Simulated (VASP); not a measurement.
Here is a VASP 6.6.1 calculation.

Contents of POSCAR:

```
BaTe
1.0
    0.0000000000      3.9141586662      3.9141586662
    3.9141586662      0.0000000000      3.9141586662
    3.9141586662      3.9141586662      0.0000000000
Ba Te
1 1
Direct
    0.0000000000      0.0000000000      0.0000000000
    0.2500000000      0.2500000000      0.2500000000
```

File INCAR.step1:

```
ALGO = Normal
EDIFF = 1E-5
ENCUT = 520
GGA = PE
ISIF = 2
ISMEAR = 1
LASPH = True
LCHARG = False
LREAL = False
LWAVE = True
NBANDS = 15
NELM = 60
PREC = Accurate
SIGMA = 0.001
```

File INCAR.step2:

```
ALGO = Normal
EDIFF = 1E-7
ENCUT = 520
GGA = PE
HFSCREEN = 0.2079
ISIF = 2
ISMEAR = 1
ISTART = 1
LASPH = True
LCHARG = False
LHFCALC = True
LREAL = False
LWAVE = False
NBANDS = 15
NELM = 60
PREC = Accurate
PRECFOCK = Normal
SIGMA = 0.001
```

Contents of KPOINTS:

```
k-points
0
Gamma
  4 4 4
```

Potentials or basis: VASP PAW PBE potentials, release 64 (Ba_sv, Te).

Run with:

```console
$ cat potpaw_PBE.64/Ba_sv/POTCAR potpaw_PBE.64/Te/POTCAR > POTCAR
$ cp INCAR.step1 INCAR
$ mpirun -np 1 vasp_std > vasp.out
$ cp INCAR.step2 INCAR
$ mpirun -np 1 vasp_std > vasp.out
```

(1) Estimate the band gap on the k mesh.

(2) Estimate the pressure.

## Answers

(1) 3.29 eV (least direct gap 3.69 eV).

(2) 0.0 GPa.

Caveat: the PAW data sets were made with another functional, which shifts forces and pressure a little; spin-orbit coupling is left out, which moves the levels of the heavy elements.
